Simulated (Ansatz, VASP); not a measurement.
SnO2: VASP beside Ansatz

```
CELL_PARAMETERS angstrom
4.67332 0.00000 0.00000
0.00000 4.67332 0.00000
0.00000 0.00000 3.14334
ATOMIC_POSITIONS crystal
Sn 0.00000 0.00000 0.00000
Sn 0.50000 0.50000 0.50000
O 0.30562 0.30562 0.00000
O 0.19438 0.80562 0.50000
O 0.69438 0.69438 0.00000
O 0.80562 0.19438 0.50000
```

Change from the starting cell: volume scaled by 0.96, crystal datasets.

Alike in both runs: task electric field gradients; functional LDA; k mesh 4 × 4 × 6; occupations fermi-dirac, width 0.03 eV; no spin polarisation.

|  | VASP | Ansatz |
| --- | --- | --- |
| version | VASP 6.6.1 | Ansatz 0.2.0 |
| potentials or method | VASP PAW LDA potentials, release 64 (Sn_d, O), cutoff 520 eV | all-electron PAW with datasets made for the crystal, scalar-relativistic |

```tsv
	VASP	Ansatz	Ansatz less VASP
gap on the k mesh at the Fermi level (eV)	1.63	1.60	-0.032
pressure (GPa)	9.7	8.6	-1.13
traceless stress, the component that is largest in VASP (GPa)	2.49	2.17	-0.323
rms of the force components (eV/Å)	0.047	0.035	-0.0120
size of Vzz on the site where it differs most (V/Å²)	62.6	60.9	-1.69
```

LDA's correlation is that of Perdew and Zunger in VASP and of Perdew and Wang (1992) in Ansatz. Atom by atom the forces differ by 0.012 eV/Å (rms over components). Ansatz ran all-electron here, and VASP with PAW potentials.
